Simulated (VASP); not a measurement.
Pt:

```
Pt
1.0
     0.00000    1.93144    1.93144
     1.93144    0.00000    1.93144
     1.93144    1.93144    0.00000
Pt
1
Direct
  0.00000 0.00000 0.00000
```

Base run:

| Property | Result |
| --- | --- |
| Program | VASP 6.6.1 |
| Functional | r2SCAN |
| Dispersion | D3(BJ) |
| Potentials or basis | VASP PAW PBE potentials, release 64 (Pt) |
| Cutoff | 520 eV |
| k mesh | 27 × 27 × 27 |
| Occupations | fermi-dirac, width 0.03 eV |
| Spin | no spin polarisation |

Its results: band gap on the k mesh zero (band 5 reaches 12.47 eV, above the bottom of band 6 at 9.91 eV); pressure 15.6 GPa.

**Question.** The run is repeated on the same cell with these changes: dispersion from D3(BJ) to none; k mesh from 27 × 27 × 27 to 18 × 18 × 18. What comes out?

**Answer.** Band gap on the k mesh zero (band 5 reaches 12.49 eV, above the bottom of band 6 at 9.92 eV); pressure 20.0 GPa.

Several settings changed at once, so the effect can't be laid on one alone.

Caveats: the PAW data sets were made with another functional, which shifts forces and pressure a little; spin-orbit coupling is left out, which moves the levels of the heavy elements; pairwise dispersion overbinds metals, which lowers pressure and volume (some runs).
